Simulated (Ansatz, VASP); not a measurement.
## Two plane-wave programs on SnO2

Contents of POSCAR:

```
SnO2
1.0
   -0.0675591192      2.4659078511      2.4659078511
    2.4659078511     -0.0675591192      2.4659078511
    2.4659078511      2.4659078511     -0.0675591192
Sn O
1 2
Direct
    0.0000000000      0.0000000000      0.0000000000
    0.2514345919      0.2514345919      0.2514345919
    0.7485654081      0.7485654081      0.7485654081
```

File INCAR.step1:

```
SYSTEM = SnO2
  PREC = Accurate
  ENCUT = 520
  ISMEAR = 0
  SIGMA = 0.01
  LREAL = .False.
  LASPH = .True.
  NELM = 100
  NBANDS = 20
  GGA = PE
  ALGO = Normal
  EDIFF = 1E-4
  LWAVE = .True.
  LCHARG = .False.
```

INCAR.step2

```
SYSTEM = SnO2
  PREC = Accurate
  ENCUT = 520
  EDIFF = 1E-6
  ISMEAR = 0
  SIGMA = 0.01
  LREAL = .False.
  LASPH = .True.
  NELM = 100
  ALGO = Normal
  ISIF = 2
  LWAVE = .False.
  LCHARG = .False.
  METAGGA = R2SCAN
  LMIXTAU = .True.
  NBANDS = 20
  ISTART = 1
```

Contents of KPOINTS:

```
regular mesh
0
Gamma
  8 8 8
  0 0 0
```

Input for Ansatz:

```yaml
crystal:
  lattice:
    - [-0.0675591192, 2.4659078511, 2.4659078511]
    - [2.4659078511, -0.0675591192, 2.4659078511]
    - [2.4659078511, 2.4659078511, -0.0675591192]
  atoms:
    - { symbol: Sn, position: [0.0, 0.0, 0.0] }
    - { symbol: O, position: [0.2514345919, 0.2514345919, 0.2514345919] }
    - { symbol: O, position: [0.7485654081, 0.7485654081, 0.7485654081] }
kpoints:
  mp_grid: { grid: [8, 8, 8] }
  band_path:
    path:
      - [0.0, 0.0, 0.0]
      - [0.5, 0.0, 0.5]
      - [0.625, 0.25, 0.625]
      - [0.375, 0.375, 0.75]
      - [0.5, 0.5, 0.5]
      - [0.5, 0.25, 0.75]
    npoints: 1
hamiltonian:
  xc: r2scan
scf:
  occupations: { method: fixed }
  n_extra_bands: 4
output:
  forces: true
  stress: true
  eigenvalues: true
```

Change from the starting cell: shear_111 strain -4.0%.

Alike in both runs: task single point; functional r2SCAN; k mesh 8 × 8 × 8; no spin polarisation.

|  | VASP | Ansatz |
| --- | --- | --- |
| version | VASP 6.6.1 | Ansatz 0.2.0 |
| potentials or method | VASP PAW PBE potentials, release 64 (Sn_d, O) | plane waves, PAW |
| plane-wave cutoff (eV) | 520 | 500 |
| occupations | gaussian, width 0.01 eV | fixed |
| valence electrons in the cell | 26 | 26 |

```tsv
	VASP	Ansatz	Ansatz less VASP
gap on the k mesh at the Fermi level (eV)	1.32	1.30	-0.023
pressure (GPa)	12.1	10.5	-1.60
traceless stress, the component that is largest in VASP (GPa)	1.01	0.91	-0.091
rms of the force components (eV/Å)	0.009	0.000	-0.0086
```

VASP's potentials were made for PBE, not for r2SCAN. Atom by atom the forces differ by 0.009 eV/Å (rms over components).
